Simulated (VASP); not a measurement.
# Sc (P6_3/mmc) in VASP: further runs

The runs below take Sc through single point, relaxation of cell and atoms, with RPBE.

All numbers are computed with VASP 6.6.1; they aren't measurements. Logs are shortened: lines on timing, memory, paths and dates and some standing lists are left out, and cuts for length are marked.

### 1 The cell of the first run

The structure is hexagonal, space group P6_3/mmc (No. 194). The conventional cell has a = 3.343 Å, b = 3.343 Å, c = 5.310 Å, α = 90.00°, β = 90.00°, γ = 120.00°. Sc (site symmetry -6m2) has 12 Sc at 3.28 to 3.34 Å within 4.3 Å.

### 2 Single point, RPBE, collinear spin

INCAR reads:

```
SYSTEM = Sc
PREC = Accurate ; ENCUT = 520
EDIFF = 1E-7 ; ISMEAR = -1
SIGMA = 0.05 ; LREAL = .FALSE.
LASPH = .TRUE. ; NELM = 150
ALGO = Normal ; ISIF = 2
LWAVE = .FALSE. ; LCHARG = .FALSE.
ISPIN = 2 ; MAGMOM = 1 1
LORBIT = 11 ; LMAXMIX = 4
GGA = RP ; NBANDS = 22
```

KPOINTS reads:

```
regular mesh
0
G
  11 11 6
  0 0 0
```

POSCAR reads:

```
Sc
1.0
    3.3433794427      0.0000000000      0.0000000000
   -1.6716897214      2.8954515319      0.0000000000
    0.0000000000      0.0000000000      5.3095739376
Sc
2
Direct
    0.3333333333      0.6666666667      0.2500000000
    0.6666666667      0.3333333333      0.7500000000
```

Potentials or basis: VASP PAW PBE potentials, release 64 (Sc_sv).

Launch:

```
$ cat potpaw_PBE.64/Sc_sv/POTCAR > POTCAR
$ mpirun -np 1 vasp_std > vasp.out
```

OUTCAR:

```text
SYSTEM = Sc
   PREC = Accurate
   ENCUT = 520
   EDIFF = 1E-7
   ISMEAR = -1
   LREAL = .FALSE.
   LASPH = .TRUE.
   NELM = 150
   ISIF = 2
   ISPIN = 2
   LORBIT = 11
   GGA = RP

 ion  position               nearest neighbor table
   1  0.333  0.667  0.250-   2 3.28   2 3.28   2 3.28   2 3.28   2 3.28   2 3.28
   2  0.667  0.333  0.750-   1 3.28   1 3.28   1 3.28   1 3.28   1 3.28   1 3.28

  LATTYP: Found a hexagonal cell.
 ALAT       =     3.3433794427
 C/A-ratio  =     1.5880859557

  Lattice vectors:

 A1 = (   3.3433794427,   0.0000000000,   0.0000000000)
 A2 = (  -1.6716897214,   2.8954515319,   0.0000000000)
 A3 = (   0.0000000000,   0.0000000000,   5.3095739376)

Analysis of symmetry for initial positions (statically):
=====================================================================
 Subroutine PRICEL returns:
 Original cell was already a primitive cell.

 Routine SETGRP: Setting up the symmetry group for a
 hexagonal supercell.

 Subroutine GETGRP returns: Found 24 space group operations
 (whereof 12 operations were pure point group operations)
 out of a pool of 24 trial point group operations.

The static configuration has the point symmetry D_3d.
 The point group associated with its full space group is D_6h.

Analysis of symmetry for dynamics (positions and initial velocities):
=====================================================================
 Subroutine PRICEL returns:
 Original cell was already a primitive cell.

 Routine SETGRP: Setting up the symmetry group for a
 hexagonal supercell.

 Subroutine GETGRP returns: Found 24 space group operations
 (whereof 12 operations were pure point group operations)
 out of a pool of 24 trial point group operations.

The dynamic configuration has the point symmetry D_3d.
 The point group associated with its full space group is D_6h.

Analysis of structural, dynamic, and magnetic symmetry:
=====================================================================
 Subroutine PRICEL returns:
 Original cell was already a primitive cell.

 Routine SETGRP: Setting up the symmetry group for a
 hexagonal supercell.

 Subroutine GETGRP returns: Found 24 space group operations
 (whereof 12 operations were pure point group operations)
 out of a pool of 24 trial point group operations.

The overall configuration has the point symmetry D_3d.
 The point group associated with its full space group is D_6h.

 Subroutine INISYM returns: Found 24 space group operations
 (whereof 12 operations are pure point group operations),
 and found     1 'primitive' translations

----------------------------------------------------------------------------------------

                                     Primitive cell

  volume of cell :      51.3998

  direct lattice vectors                    reciprocal lattice vectors
     3.343379443  0.000000000  0.000000000     0.299098567  0.172684638  0.000000000
    -1.671689721  2.895451532  0.000000000     0.000000000  0.345369276  0.000000000
     0.000000000  0.000000000  5.309573938     0.000000000  0.000000000  0.188339029

  length of vectors
     3.343379443  3.343379443  5.309573938     0.345369276  0.345369276  0.188339029

  position of ions in fractional coordinates (direct lattice)
     0.333333333  0.666666667  0.250000000
     0.666666667  0.333333333  0.750000000

  ion indices of the primitive-cell ions
   primitive index   ion index
                 1           1
                 2           2

----------------------------------------------------------------------------------------

 KPOINTS: regular mesh

Automatic generation of k-mesh.
 Grid dimensions read from file:
 generate k-points for:   11   11    6

 Generating k-lattice:

  Cartesian coordinates                     Fractional coordinates (reciprocal lattice)
     0.027190779  0.015698603  0.000000000     0.090909091  0.000000000  0.000000000
     0.000000000  0.031397207  0.000000000     0.000000000  0.090909091  0.000000000
     0.000000000  0.000000000  0.031389838     0.000000000  0.000000000  0.166666667

  Length of vectors
     0.031397207  0.031397207  0.031389838

  Shift w.r.t. Gamma in fractional coordinates (k-lattice)
     0.000000000  0.000000000  0.000000000

 Subroutine IBZKPT returns following result:
 ===========================================

 Found     64 irreducible k-points:

 Following reciprocal coordinates:
            Coordinates               Weight
  0.000000  0.000000  0.000000      1.000000
  0.090909  0.000000  0.000000      6.000000
  0.181818 -0.000000  0.000000      6.000000
  0.272727  0.000000  0.000000      6.000000
  0.363636  0.000000  0.000000      6.000000
  0.454545 -0.000000  0.000000      6.000000
[... 16 lines left out ...]
  0.090909  0.090909  0.166667     12.000000
  0.181818  0.090909  0.166667     24.000000
 [... further k-points ...]
   k-points           NKPTS =     64   k-points in BZ     NKDIM =     64   number of bands    NBANDS=     22
   number of dos      NEDOS =    301   number of ions     NIONS =      2
   total plane-waves  NPLWV =  31360
   dimension x,y,z NGX =    28 NGY =   28 NGZ =   40
   dimension x,y,z NGXF=    56 NGYF=   56 NGZF=   80
   ions per type =               2
   NGX,Y,Z   is equivalent  to a cutoff of  13.92, 13.92, 12.52 a.u.
   NGXF,Y,Z  is equivalent  to a cutoff of  27.85, 27.85, 25.05 a.u.
 SYSTEM =  Sc
   PREC   = accura    normal or accurate (medium, high low for compatibility)
   ISTART =      0    job   : 0-new  1-cont  2-samecut
   ICHARG =      2    charge: 1-file 2-atom 10-const
   ISPIN  =      2    spin polarized calculation?
   LNONCOLLINEAR =      F non collinear calculations
   LSORBIT =      F    spin-orbit coupling
   LASPH  =      T    aspherical Exc in radial PAW
   ENCUT  =  520.0 eV  38.22 Ry    6.18 a.u.   6.22  6.22  9.87*2*pi/ulx,y,z
   NELM   =    150;   NELMIN=  2; NELMDL= -5     # of ELM steps
   EDIFF  = 0.1E-06   stopping-criterion for ELM
   LREAL  =      F    real-space projection
   EDIFFG = 0.1E-05   stopping-criterion for IOM
   NSW    =      0    number of steps for IOM
   IBRION =     -1    ionic relax: 0-MD 1-quasi-New 2-CG
   NFREE  =      0    steps in history (QN), initial steepest desc. (CG)
   ISIF   =      2    stress and relaxation
   ISYM   =      2    0-nonsym 1-usesym 2-fastsym
   POTIM  = 0.5000    time-step for ionic-motion
   TEBEG  =    0.0;   TEEND  =   0.0 temperature during run
   PSTRESS=    0.0 pullay stress
   NELECT =      22.0000    total number of electrons
   NUPDOWN=      -1.0000    fix difference up-down
   EMIN   =  10.00;   EMAX   =-10.00  energy-range for DOS
   EFERMI =   0.00;   METHOD = LEGACY
   ISMEAR =    -1;   SIGMA  =   0.05  broadening in eV -4-tet -1-fermi 0-gaus
   EFERMI_NEDOS =   21; number of points for ismear=-14 and -15
   IALGO  =     38    algorithm
   IMIX   =      4    mixing-type and parameters
     AMIX     =   0.40;   BMIX     =  1.00
     AMIX_MAG =   1.60;   BMIX_MAG =  1.00
  volume/ion in A,a.u.               =      25.70       173.43
  Fermi-wavevector in a.u.,A,eV,Ry     =   1.233754  2.331457 20.710088  1.522148
  Thomas-Fermi vector in A             =   2.368471
   LORBIT       =     11    0 simple, 1 ext, 2 COOP (PROOUT), +10 PAW based schemes
   GGA     = RP    functional components
   LHFCALC =     F    Hartree Fock is set to
   AEXX    =    0.0000 exact exchange contribution
   IVDW    =     0    specifies the selected vdW correction
   LEPSILON=     F    determine dielectric tensor
   LRPA    =     F    only Hartree local field effects (RPA)
 spin polarized calculation
  energy-cutoff  :      520.00
  volume of cell :       51.40
 maximum number of plane-waves:      1412
 NGX is ok and might be reduce to    28
   NGX = 13   NGY = 13   NGZ = 19

 number of electron      22.0000004 magnetization       0.9116716

 Free energy of the ion-electron system (eV)
  ---------------------------------------------------
  ext. energy  EPLUGINS =         0.00000000
  ---------------------------------------------------
  free energy    TOTEN  =       -11.90088170 eV

  energy without entropy =      -11.87260025  energy(sigma->0) =      -11.88674097

 E-fermi :   3.5772     XC(G=0):  -9.5824

 val. band max:        3.5748007403   @ k =   0.3636   0.1818   0.1667
 cond. band min:       3.5810175865   @ k =   0.1818   0.1818   0.1667
 fundamental gap:      0.0062168462
 Fermi energy:         3.5771937771

 spin component 1

 k-point     1 :       0.0000    0.0000    0.0000
  band No.  band energies     occupation
      1     -46.2143      1.00000
      2     -46.1600      1.00000
      3     -24.9322      1.00000
      4     -24.6428      1.00000
      5     -24.6428      1.00000
      6     -24.5904      1.00000
[... 14 lines left out ...]
     21      10.0103      0.00000
     22      15.1432      0.00000
[... 552 lines left out ...]
  band No.  band energies     occupation
      1     -46.1915      1.00000
      2     -46.1558      1.00000
      3     -24.8656      1.00000
      4     -24.7358      1.00000
      5     -24.7210      1.00000
      6     -24.6715      1.00000
[... 14 lines left out ...]
     21      10.7519      0.00000
     22      12.8233      0.00000

 [... further k-points ...]

 spin component 2

 k-point     1 :       0.0000    0.0000    0.0000
  band No.  band energies     occupation
      1     -46.0327      1.00000
      2     -45.9792      1.00000
      3     -24.7647      1.00000
      4     -24.4479      1.00000
      5     -24.4479      1.00000
      6     -24.4111      1.00000
[... 14 lines left out ...]
     21      10.2599      0.00000
     22      15.6250      0.00000
[... 552 lines left out ...]
  band No.  band energies     occupation
      1     -46.0104      1.00000
      2     -45.9751      1.00000
      3     -24.6972      1.00000
      4     -24.5413      1.00000
      5     -24.5271      1.00000
      6     -24.4788      1.00000
[... 14 lines left out ...]
     21      11.0484      0.00000
     22      13.1433      0.00000

 [... further k-points ...]

------------------------ aborting loop because EDIFF is reached ----------------------------------------

  FORCE on cell =-STRESS in cart. coord.  units (eV):
  Direction    XX          YY          ZZ          XY          YZ          ZX
  --------------------------------------------------------------------------------------
  -------------------------------------------------------------------------------------
  Total        0.0115294      0.0115294     -0.0030484     -0.0000000      0.0000000      0.0000000
  in kB        0.3593804      0.3593804     -0.0950201     -0.0000000      0.0000000      0.0000000
  external PRESSURE =       0.2079136 kB  Pullay stress =       0.0000000 kB

 VOLUME and BASIS-vectors are now :
 -----------------------------------------------------------------------------
  energy-cutoff  :      520.00
  volume of cell :       51.40
      direct lattice vectors                 reciprocal lattice vectors
     3.343379443  0.000000000  0.000000000     0.299098567  0.172684638  0.000000000
    -1.671689721  2.895451532  0.000000000     0.000000000  0.345369276  0.000000000
     0.000000000  0.000000000  5.309573938     0.000000000  0.000000000  0.188339029

 POSITION                                       TOTAL-FORCE (eV/Angst)
 -----------------------------------------------------------------------------------
     -0.00000      1.93030      1.32739         0.000000      0.000000     -0.000000
      1.67169      0.96515      3.98218        -0.000000      0.000000      0.000000
 -----------------------------------------------------------------------------------
    total drift:                               -0.000000      0.000000     -0.000000

  FREE ENERGIE OF THE ION-ELECTRON SYSTEM (eV)
  ---------------------------------------------------
  free  energy   TOTEN  =       -11.9008816986 eV

  energy  without entropy=      -11.8726002511  energy(sigma->0) =      -11.88674097

 total charge

# of ion       s       p       d       tot
------------------------------------------
    1        2.261   6.100   0.962   9.324
    2        2.261   6.100   0.962   9.324
--------------------------------------------------
tot          4.523  12.200   1.925  18.648

 magnetization (x)

# of ion       s       p       d       tot
------------------------------------------
    1        0.003   0.038   0.203   0.243
    2        0.003   0.038   0.203   0.243
--------------------------------------------------
tot          0.005   0.075   0.406   0.486
```

Wall time 99 s (1 thread of AMD EPYC 9R45 (Zen 5), shared host); peak memory 0.23 GiB.

What came out:

| Quantity | Value |
| --- | --- |
| Free energy | -11.9009 eV |
| Pressure | 0.0 GPa |
| Net moment | 0.91 μB per cell |
| Site moments | Sc +0.24 μB |
| Valence electrons inside the program's atomic spheres | Sc 9.32 |

Caveat: the PAW data sets were made with another functional, which shifts forces and pressure a little.

### 3 Relaxation of cell and atoms, RPBE, collinear spin

This run uses another cell than the first one, of 25.00 Å³/atom.

INCAR reads:

```
SYSTEM = Sc
PREC = Accurate
ENCUT = 600
EDIFF = 1E-6
ISMEAR = -1
SIGMA = 0.05
LREAL = .False.
LASPH = .True.
NELM = 150
ALGO = Normal
ISIF = 3
LWAVE = .False.
LCHARG = .False.
ISPIN = 2
MAGMOM = 1 1
LORBIT = 11
LMAXMIX = 4
GGA = RP
IBRION = 2
NSW = 80
EDIFFG = -0.01
```

KPOINTS reads:

```
regular mesh
0
Gamma
  11 11 6
  0 0 0
```

POSCAR reads:

```
Sc
1.0
    3.3090008396      0.0000000000      0.0000000000
   -1.6545004198      2.8656787882      0.0000000000
    0.0000000000      0.0000000000      5.2733000000
Sc
2
Direct
    0.3333333333      0.6666666667      0.2500000000
    0.6666666667      0.3333333333      0.7500000000
```

Potentials or basis: VASP PAW PBE potentials, release 64 (Sc_sv).

Launch:

```
$ cat potpaw_PBE.64/Sc_sv/POTCAR > POTCAR
$ mpirun -np 1 vasp_std > vasp.out
```

Run time: 2.8 min. Hardware: 1 thread of AMD EPYC 9R45 (Zen 5), shared host; peak memory 0.23 GiB.

Results (log left out):

```
Free energy                                           : -11.9017 eV
Relaxed volume                                        : 25.72 Å³/atom
Relaxed cell                                          : a = 3.342 Å, b = 3.342 Å, c = 5.316 Å, α = 90.00°, β = 90.00°, γ = 120.00°
Space group after relaxing (to 0.1 Å)                 : P6_3/mmc (No. 194)
Energy gained by relaxing                             : 3.5 meV/atom
Ionic steps                                           : 4
Pressure after relaxing                               : 0.0 GPa
Net moment                                            : 0.92 μB per cell
Site moments                                          : Sc +0.25 μB
Valence electrons inside the program's atomic spheres : Sc 9.32
```

Stress tensor (GPa, compression positive):
```
 0.06  0.00  0.00
 0.00  0.06  0.00
 0.00  0.00 -0.06
```

The path:
| step | energy change (eV) | largest force (eV/Å) | pressure (GPa) | volume (Å³) |
| --- | --- | --- | --- | --- |
| 1 | 0.0000 | 0.0000 | 1.55 | 50.00 |
| 2 | -0.0067 | 0.0000 | -0.31 | 51.77 |
| 3 | -0.0070 | 0.0000 | -0.02 | 51.47 |
| 4 | -0.0070 | 0.0000 | 0.02 | 51.44 |

Final structure:
```
Sc
1.0
     3.34246    0.00000    0.00000
    -1.67123    2.89466    0.00000
     0.00000    0.00000    5.31641
Sc
2
Direct
  0.33333 0.66667 0.25000
  0.66667 0.33333 0.75000
```

Levels at points of the mesh, in eV from the Fermi level:
Spin up:
| k point | band 10 | band 11 | band 12 | band 13 | band 14 | band 15 |
| --- | --- | --- | --- | --- | --- | --- |
| (0.00, 0.00, 0.00) | -1.87 | 0.15 | 1.41 | 1.41 | 1.52 | 1.80 |
| (0.00, 0.00, 0.50) | -3.83 | 0.68 | 0.68 | 1.36 | 1.36 | 1.36 |
Spin down:
```
           k point  band 6  band 7  band 8  band 9  band 10  band 11  band 12  band 13  band 14  band 15
(0.00, 0.00, 0.00)  -27.99  -27.98  -27.98   -4.85    -1.36     0.50     1.70     1.70     1.81     2.10
(0.00, 0.00, 0.50)  -28.00  -28.00  -28.00   -3.40    -3.40     1.05     1.05     1.64     1.64     1.64
```

Caveat: the PAW data sets were made with another functional, which shifts forces and pressure a little.
